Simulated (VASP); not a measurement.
# C (P-3m1) in VASP: notebook, part 2 of 2

VASP 6.6.1.

## (3) Single point, r2SCAN

This run uses another cell than the first one, of 5.87 Å³/atom, 1.020 times its volume.

Input file POSCAR:

```
C
1.0
    1.7801417073     -1.7801417073      0.0000000000
    1.7801417073      0.0000000000     -1.7801417073
    7.4092419639      7.4092419639      7.4092419639
C
12
Direct
    0.6666666667      0.6666666667      0.2603132967
    0.0000000000      0.0000000000      0.1001402123
    0.3333333333      0.3333333333      0.4204863811
    0.6666666667      0.6666666667      0.7408325498
    1.0000000000      1.0000000000      0.5806594655
    0.3333333333      0.3333333333      0.9010056342
    0.6666666667      0.6666666667      0.3804431100
    1.0000000000      1.0000000000      0.2202700256
    0.3333333333      0.3333333333      0.5406161944
    0.6666666667      0.6666666667      0.8609623631
    0.0000000000      0.0000000000      0.7007892787
    0.3333333333      0.3333333333      0.0600969413
```

Input file INCAR.step1:

```
SYSTEM = C
ALGO = Normal
EDIFF = 1E-4
ENCUT = 520
GGA = PE
ISMEAR = 0
LASPH = .True.
LCHARG = .False.
LREAL = .False.
LWAVE = .True.
NBANDS = 36
NELM = 80
PREC = Accurate
SIGMA = 0.05
```

Input file INCAR.step2:

```
SYSTEM = C
ALGO = Normal
EDIFF = 1E-6
ENCUT = 520
ISIF = 2
ISMEAR = 0
ISTART = 1
LASPH = .True.
LCHARG = .False.
LMIXTAU = .True.
LREAL = .False.
LWAVE = .False.
METAGGA = R2SCAN
NBANDS = 36
NELM = 80
PREC = Accurate
SIGMA = 0.05
```

Input file KPOINTS:

```
k-points
0
Gamma
  10 10 2
  0 0 0
```

Potentials or basis: VASP PAW PBE potentials, release 64 (C).

Launch:

```console
$ cat potpaw_PBE.64/C/POTCAR > POTCAR
$ cp INCAR.step1 INCAR
$ mpirun -np 1 vasp_std > vasp.out
$ cp INCAR.step2 INCAR
$ mpirun -np 1 vasp_std > vasp.out
```

It took 5 min on 1 thread of Intel Xeon 8259CL, shared host; peak memory 0.21 GiB.

Results (log left out):

* Free energy: -116.5681 eV
* Pressure: -6.7 GPa
* Largest force: 2.325 eV/Å
* Band gap on the k mesh: 3.20 eV, indirect (least direct gap 3.70 eV)

Forces in eV/Å, atoms in the order of the input:
```
C   -0.033 -0.033 -0.033
C   -1.342 -1.342 -1.342
C   -0.003 -0.003 -0.003
C   -0.146 -0.146 -0.146
C   -0.011 -0.011 -0.011
C    0.907  0.907  0.907
C    0.011  0.011  0.011
C    0.146  0.146  0.146
C    0.003  0.003  0.003
C    1.342  1.342  1.342
C    0.033  0.033  0.033
C   -0.907 -0.907 -0.907
```

Stress tensor (GPa, compression positive):
```
-6.70 -6.38 -6.38
-6.38 -6.70 -6.38
-6.38 -6.38 -6.70
```

Levels at points of the mesh, in eV from the valence-band top:
```
           k point  band 21  band 22  band 23  band 24  band 25  band 26  band 27  band 28
(0.00, 0.00, 0.00)    -0.92    -0.31    -0.31     0.00     3.70     5.88     5.88     6.87
(0.50, 0.00, 0.00)    -4.58    -4.07    -3.34    -2.59     3.20     4.89     5.17     5.91
(0.00, 0.00, 0.50)    -0.67    -0.67    -0.44    -0.44     4.13     5.99     5.99     6.48
(0.50, 0.00, 0.50)    -3.98    -3.77    -3.48    -2.87     3.32     4.98     5.13     5.92
```

Caveat: the PAW data sets were made with another functional, which shifts forces and pressure a little. A k mesh can miss the band edges.

## (4) Single point, r2SCAN

This run uses another cell than the first one, of 5.98 Å³/atom, 1.040 times its volume.

Input file POSCAR:

```
C
1.0
    1.7801417073     -1.7801417073      0.0000000000
    1.7801417073      0.0000000000     -1.7801417073
    7.5535795312      7.5535795312      7.5535795312
C
12
Direct
    0.6666666667      0.6666666667      0.2553391003
    0.0000000000      0.0000000000      0.0982266832
    0.3333333333      0.3333333333      0.4124515175
    0.6666666667      0.6666666667      0.7266763518
    1.0000000000      1.0000000000      0.5695639346
    0.3333333333      0.3333333333      0.8837887689
    0.6666666667      0.6666666667      0.3731734132
    1.0000000000      1.0000000000      0.2160609961
    0.3333333333      0.3333333333      0.5302858303
    0.6666666667      0.6666666667      0.8445106646
    0.0000000000      0.0000000000      0.6873982475
    0.3333333333      0.3333333333      0.0589485789
```

Input file INCAR.step1:

```
PREC = Accurate
ENCUT = 520
ISMEAR = 0
SIGMA = 0.05
LREAL = False
LASPH = True
NELM = 100
NBANDS = 36
GGA = PE
ALGO = Normal
EDIFF = 1E-4
LWAVE = True
LCHARG = False
```

Input file INCAR.step2:

```
PREC = Accurate
ENCUT = 520
EDIFF = 1E-6
ISMEAR = 0
SIGMA = 0.05
LREAL = False
LASPH = True
NELM = 100
ALGO = Normal
ISIF = 2
LWAVE = False
LCHARG = False
METAGGA = R2SCAN
LMIXTAU = True
NBANDS = 36
ISTART = 1
```

Input file KPOINTS:

```
regular mesh
0
Gamma
  10 10 2
```

Launch:

```console
$ cat potpaw_PBE.64/C/POTCAR > POTCAR
$ cp INCAR.step1 INCAR
$ mpirun -np 1 vasp_std > vasp.out
$ cp INCAR.step2 INCAR
$ mpirun -np 1 vasp_std > vasp.out
```

Wall time 5.5 min (1 thread of Intel Xeon 8259CL, shared host); peak memory 0.21 GiB.

It converged, with:

```
Free energy            : -115.6949 eV
Pressure               : -7.1 GPa
Largest force          : 3.003 eV/Å
Band gap on the k mesh : 2.14 eV, indirect (least direct gap 2.78 eV)
```

Forces in eV/Å, atoms in the order of the input:
```
C   -0.056 -0.056 -0.056
C   -1.734 -1.734 -1.734
C   -0.007 -0.007 -0.007
C   -0.228 -0.228 -0.228
C   -0.020 -0.020 -0.020
C    0.380  0.380  0.380
C    0.020  0.020  0.020
C    0.228  0.228  0.228
C    0.007  0.007  0.007
C    1.734  1.734  1.734
C    0.056  0.056  0.056
C   -0.380 -0.380 -0.380
```

Stress tensor (GPa, compression positive):
```
-7.06 -6.40 -6.40
-6.40 -7.06 -6.40
-6.40 -6.40 -7.06
```

Levels at points of the mesh, in eV from the valence-band top:
```
           k point  band 20  band 21  band 22  band 23  band 24  band 25  band 26  band 27  band 28  band 29
(0.00, 0.00, 0.00)    -0.84    -0.84    -0.38    -0.38     0.00     2.78     5.84     5.84     6.68     6.82
(0.50, 0.00, 0.00)    -4.64    -4.45    -3.99    -3.42    -2.06     2.14     4.81     5.09     5.82     5.98
(0.00, 0.00, 0.50)    -1.05    -0.71    -0.71    -0.45    -0.45     3.20     5.89     5.89     6.40     6.69
(0.50, 0.00, 0.50)    -4.78    -4.08    -3.82    -3.50    -2.21     2.22     4.84     5.10     5.83     6.07
```

Caveat: the PAW data sets were made with another functional, which shifts forces and pressure a little.

## (5) Single point, r2SCAN

This run uses another cell than the first one, of 6.10 Å³/atom, 1.060 times its volume.

Input file POSCAR:

```
C
1.0
    1.7801417073     -1.7801417073      0.0000000000
    1.7801417073      0.0000000000     -1.7801417073
    7.6979170985      7.6979170985      7.6979170985
C
12
Direct
    0.6666666667      0.6666666667      0.2505514384
    0.0000000000      0.0000000000      0.0963849122
    0.3333333333      0.3333333333      0.4047179646
    0.6666666667      0.6666666667      0.7130510171
    1.0000000000      1.0000000000      0.5588844909
    0.3333333333      0.3333333333      0.8672175433
    0.6666666667      0.6666666667      0.3661763331
    1.0000000000      1.0000000000      0.2120098069
    0.3333333333      0.3333333333      0.5203428593
    0.6666666667      0.6666666667      0.8286759117
    0.0000000000      0.0000000000      0.6745093855
    0.3333333333      0.3333333333      0.0578432806
```

Input file INCAR.step1:

```
ALGO = Normal ; EDIFF = 1E-4
ENCUT = 520 ; GGA = PE
ISMEAR = 0 ; LASPH = True
LCHARG = False ; LREAL = False
LWAVE = True ; NBANDS = 36
NELM = 100 ; PREC = Accurate
SIGMA = 0.05
```

Input file INCAR.step2:

```
ALGO = Normal ; EDIFF = 1E-6
ENCUT = 520 ; ISIF = 2
ISMEAR = 0 ; ISTART = 1
LASPH = True ; LCHARG = False
LMIXTAU = True ; LREAL = False
LWAVE = False ; METAGGA = R2SCAN
NBANDS = 36 ; NELM = 100
PREC = Accurate ; SIGMA = 0.05
```

Input file KPOINTS:

```
k-points
0
Gamma
  10 10 2
```

Launch:

```console
$ cat potpaw_PBE.64/C/POTCAR > POTCAR
$ cp INCAR.step1 INCAR
$ mpirun -np 1 vasp_std > vasp.out
$ cp INCAR.step2 INCAR
$ mpirun -np 1 vasp_std > vasp.out
```

Run time: 5.2 min. Hardware: 1 thread of Intel Xeon 8259CL, shared host; peak memory 0.21 GiB.

Results (log left out):

```yaml
Free_energy: -114.9383 eV
Pressure: -6.7 GPa
Largest_force: 3.475 eV/Å
Band_gap_on_the_k_mesh: 1.39 eV, indirect (least direct gap 2.08 eV)
```

Forces on the atoms (eV/Å):
```
C   -0.080 -0.080 -0.080
C   -2.006 -2.006 -2.006
C   -0.012 -0.012 -0.012
C   -0.299 -0.299 -0.299
C   -0.029 -0.029 -0.029
C   -0.149 -0.149 -0.149
C    0.029  0.029  0.029
C    0.299  0.299  0.299
C    0.012  0.012  0.012
C    2.006  2.006  2.006
C    0.080  0.080  0.080
C    0.149  0.149  0.149
```

Stress tensor (GPa, compression positive):
```
-6.72 -5.90 -5.90
-5.90 -6.72 -5.90
-5.90 -5.90 -6.72
```

Levels at points of the mesh, in eV from the valence-band top:
```csv
k point,band 20,band 21,band 22,band 23,band 24,band 25,band 26,band 27,band 28,band 29
"(0.00, 0.00, 0.00)",-0.81,-0.81,-0.45,-0.45,0.00,2.08,5.77,5.77,6.52,6.73
"(0.50, 0.00, 0.00)",-4.70,-4.39,-3.95,-3.49,-1.52,1.39,4.71,5.01,5.69,5.98
"(0.00, 0.00, 0.50)",-0.95,-0.75,-0.75,-0.49,-0.49,2.53,5.79,5.79,6.30,6.67
"(0.50, 0.00, 0.50)",-4.76,-4.19,-3.87,-3.54,-1.62,1.46,4.73,5.03,5.73,6.01
```

Caveat: the PAW data sets were made with another functional, which shifts forces and pressure a little. A k mesh can miss the band edges.

## (6) The runs side by side

```tsv
cell	gap on the mesh (eV)	pressure (GPa)	largest force (eV/Å)
a = 2.518, b = 2.518, c = 12.583 Å, angles 90.0, 90.0, 60.0°, 12 atoms	4.03	-4.7	1.97
a = 2.518, b = 2.518, c = 12.833 Å, angles 90.0, 90.0, 60.0°, 12 atoms	3.20	-6.7	2.33
a = 2.518, b = 2.518, c = 13.083 Å, angles 90.0, 90.0, 60.0°, 12 atoms	2.14	-7.1	3.00
a = 2.518, b = 2.518, c = 13.333 Å, angles 90.0, 90.0, 60.0°, 12 atoms	1.39	-6.7	3.48
```

Alike in all rows: task single point; level r2SCAN; potentials or basis VASP PAW PBE potentials, release 64 (C); no spin polarisation; k mesh 10 × 10 × 2; cutoff (eV) 520; smearing gaussian 0.05 eV.

Caveats: the PAW data sets were made with another functional, which shifts forces and pressure a little.

Absolute energies hang on the potentials; compare differences alone.
